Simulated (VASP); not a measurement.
Runs of VASP 6.6.1 on Pt. The structure is that of space group Fm-3m (No. 225), or close to it. The cells are those of the table. 

| spin | cell | k mesh | gap on the mesh (eV) | pressure (GPa) | moment (μB) |
| --- | --- | --- | --- | --- | --- |
| collinear | a = 2.865 Å, angles 60.0°, 1 atom | 14 × 14 × 14 | none | 1.0 | 0.00 |
| collinear | a = 2.865 Å, angles 60.0°, 1 atom | 22 × 22 × 22 | none | 1.0 | 0.00 |
| collinear | a = 2.826 Å, angles 60.0°, 1 atom | 22 × 22 × 22 | none | 10.4 | 0.00 |
| collinear | a = 2.745 Å, angles 60.0°, 1 atom | 22 × 22 × 22 | none | 38.1 | 0.00 |
| non-collinear, typed start, SOC | a = 2.865 Å, angles 60.0°, 1 atom | 13 × 13 × 13 | - | 2.0 | (a) |

Alike in all rows: task single point; level BLYP; potentials or basis VASP PAW PBE potentials, release 64 (Pt); cutoff (eV) 520; smearing fermi-dirac 0.05 eV.

Task: Estimate the missing entries.

Result: (a) 0.01.

Caveats: the PAW data sets were made with another functional, which shifts forces and pressure a little; spin-orbit coupling is left out, which moves the levels of the heavy elements (at least some runs); the cell stands under pressure (at least some runs).

A k mesh can miss the band edges, and rows without SOC leave out spin-orbit coupling on Pt.

A gap of «none» marks levels without a gap at the run's occupations.
